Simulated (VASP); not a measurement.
Input of a VASP 6.6.1 run:

The input INCAR:

```
PREC = Accurate
ENCUT = 600
EDIFF = 1E-6
ISMEAR = 0
SIGMA = 0.01
LREAL = F
LASPH = T
NELM = 120
ALGO = Normal
ISIF = 2
LWAVE = F
LCHARG = F
GGA = CA
NBANDS = 33
GGA_COMPAT = F
```

Contents of KPOINTS:

```
Automatic mesh
0
Gamma
  6 6 4
```

File POSCAR:

```
ZrO2
1.0
    3.6434225321      0.0000000000      0.0000000000
    0.0000000000      3.6434225321      0.0000000000
    0.0000000000      0.0000000000      5.2451262336
Zr O
2 4
Direct
    0.0000000000      0.0000000000      0.0000000000
    0.5000000000      0.5000000000      0.5000000000
    0.0000000000      0.5000000000      0.2030000000
    0.0000000000      0.5000000000      0.7030000000
    0.5000000000      0.0000000000      0.2970000000
    0.5000000000      0.0000000000      0.7970000000
```

Potentials or basis: VASP PAW LDA potentials, release 64 (Zr_sv, O).

The run is started by

```sh
$ cat potpaw_LDA.64/Zr_sv/POTCAR potpaw_LDA.64/O/POTCAR > POTCAR
$ mpirun -np 1 vasp_std > vasp.out
```

(1) What does it give for the band gap on the k mesh?

(2) Predict the largest force.

Answers

(1) 3.79 eV (least direct gap 3.87 eV).

(2) 0.226 eV/Å.

Caveat: the cell stands under tension.
